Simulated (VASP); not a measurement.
Set up this calculation in VASP 6.6.1, as the native input.

- Task: relaxation of shape and atoms at fixed volume
- Functional: PBE
- Potentials or basis: VASP PAW PBE potentials, release 64 (Co, Pt, O)
- Cutoff: 600 eV
- k mesh: 14 × 14 × 14
- Occupations: gaussian, width 0.05 eV
- Spin: no spin polarisation
- Dipole correction: no
- Further INCAR settings: ALGO = Normal; EDIFF = 1e-06; IBRION = 2; EDIFFG = -0.01; NSW = 60; ISIF = 4

The structure of CoPtO2 lies in POSCAR:

```
CoPtO2
1.0
    1.4174333988      0.8183555543      5.9296728976
   -1.4174333988      0.8183555543      5.9296728976
    0.0000000000     -1.6367111087      5.9296728976
Co Pt O
1 1 2
Direct
    0.5000000000      0.5000000000      0.5000000000
    0.0000000000      0.0000000000      0.0000000000
    0.8876551476      0.8876551476      0.8876551476
    0.1123448524      0.1123448524      0.1123448524
```

This cell differs from its parent crystal: volume scaled by 0.980.

The input as run:

INCAR

```
PREC = Accurate ; ENCUT = 600
EDIFF = 1E-6 ; ISMEAR = 0
SIGMA = 0.05 ; LREAL = False
LASPH = True ; NELM = 100
ALGO = Normal ; ISIF = 4
LWAVE = False ; LCHARG = False
GGA = PE ; IBRION = 2
NSW = 60 ; EDIFFG = -0.01
```

KPOINTS

```
regular mesh
0
Gamma
  14 14 14
```

Potentials or basis: VASP PAW PBE potentials, release 64 (Co, Pt, O).

Launch:

```console
$ cat potpaw_PBE.64/Co/POTCAR potpaw_PBE.64/Pt/POTCAR potpaw_PBE.64/O/POTCAR > POTCAR
$ mpirun -np 1 vasp_std > vasp.out
```

It gave:

```
Energy gained by relaxing : 0.3 meV/atom
Ionic steps               : 5
Pressure after relaxing   : 4.6 GPa
```

Caveat: an odd number of electrons without spin polarisation forces a metal; a magnetic or distorted state may lie lower; the run has no spin polarisation, though such a crystal can be magnetic.

Run time: 40 min on 1 thread of Intel(R) Xeon(R) Platinum 8488C (Sapphire Rapids), on a shared host, peak memory 0.63 GiB.
